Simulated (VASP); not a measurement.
Here is a VASP 6.6.1 calculation.

The input INCAR:

```
SYSTEM = In3Sb
PREC = Accurate
ENCUT = 520
EDIFF = 1E-6
ISMEAR = -1
SIGMA = 0.05
LREAL = .False.
LASPH = .True.
NELM = 80
ALGO = Normal
ISIF = 2
LWAVE = .False.
LCHARG = .False.
GGA = PS
NBANDS = 30
```

KPOINTS

```
Automatic mesh
0
Gamma
  6 6 6
  0 0 0
```

POSCAR

```
In3Sb
1.0
    4.8689957945      0.0000000000      0.0000000000
    0.0000000000      4.8689957945      0.0000000000
    0.0000000000      0.0000000000      4.8689957945
Sb In
1 3
Direct
    0.0000000000      0.0000000000      0.0000000000
    0.0000000000      0.5000000000      0.5000000000
    0.5000000000      0.0000000000      0.5000000000
    0.5000000000      0.5000000000      0.0000000000
```

Potentials or basis: VASP PAW PBE potentials, release 64 (Sb, In_d).

Run with:

```console
$ cat potpaw_PBE.64/Sb/POTCAR potpaw_PBE.64/In_d/POTCAR > POTCAR
$ mpirun -np 1 vasp_std > vasp.out
```

Problem. Estimate the pressure.

Solution. -3.2 GPa.

Problem. What does it give for the band gap on the k mesh?

Solution. Zero (bands 22 and 23 overlap by 3.41 eV).

Caveat: the cell stands under tension; the PAW data sets were made with another functional, which shifts forces and pressure a little; spin-orbit coupling is left out, which moves the levels of the heavy elements.
